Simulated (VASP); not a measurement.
Input of a VASP 6.6.1 run:

Contents of INCAR:

```
SYSTEM = BN
PREC     = Accurate       ! precision mode
ENCUT    = 520            ! plane-wave cutoff, eV
EDIFF    = 1E-6           ! SCF threshold, eV
ISMEAR   = 0              ! smearing method
SIGMA    = 0.05           ! smearing width, eV
LREAL    = .FALSE.        ! projectors in reciprocal space
LASPH    = .TRUE.         ! aspherical terms in the spheres
NELM     = 60             ! most SCF steps
ALGO     = Normal         ! electronic algorithm
ISIF     = 2              ! what is computed and relaxed
LWAVE    = .FALSE.        ! write WAVECAR
LCHARG   = .FALSE.        ! write CHGCAR
GGA      = PE             ! functional
NBANDS   = 11             ! bands
```

Contents of KPOINTS:

```
Automatic mesh
0
G
  12 12 12
  0 0 0
```

Contents of POSCAR:

```
BN
1.0
    0.0000000000      1.9284673328      1.8594806025
    1.8594806025      0.0000000000      1.8594806025
    1.8594806025      1.9284673328      0.0000000000
B N
1 1
Direct
    0.0000000000      0.0000000000      0.0000000000
    0.7500000000      0.7500000000      0.7500000000
```

Potentials or basis: VASP PAW PBE potentials, release 64 (B, N).

Command:

```sh
$ cat potpaw_PBE.64/B/POTCAR potpaw_PBE.64/N/POTCAR > POTCAR
$ mpirun -np 1 vasp_std > vasp.out
```

Problem. Estimate the band gap on the k mesh.

Solution. 4.03 eV, indirect (least direct gap 8.05 eV).

Problem. Predict the pressure.

Solution. -34.2 GPa.

Stress tensor (GPa, compression positive):
```
-27.22   0.00   0.00
  0.00 -48.07   0.00
  0.00   0.00 -27.22
```

 A k mesh can miss the band edges.
